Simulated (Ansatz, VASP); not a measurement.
**Two plane-wave programs on Lu**

```xyz
2
Lattice="0.0000 3.5817 3.5817 3.5817 0.0000 3.5817 3.5817 3.5817 0.0000" Properties=species:S:1:pos:R:3 pbc="T T T"
Lu    0.8954    0.8954    0.8954
Lu    6.2680    6.2680    6.2680
```

Alike in both runs: task single point; functional r2SCAN; k mesh 8 × 8 × 8; occupations fermi-dirac, width 0.1 eV; no spin polarisation.

```csv
,VASP,Ansatz
version,VASP 6.6.1,Ansatz 0.2.0
potentials or method,"VASP PAW PBE potentials, release 64 (Lu), cutoff 520 eV","plane waves (500 eV) with PAW, scalar-relativistic"
valence electrons in the cell,50,50
```

```csv
,VASP,Ansatz,Ansatz less VASP
pressure (GPa),0.9,0.9,-0.02
```

VASP's potentials were made for PBE, not for r2SCAN. The functional is the same, so the differences come from potentials, cutoffs and numerics.

Neither program's run includes spin-orbit coupling.
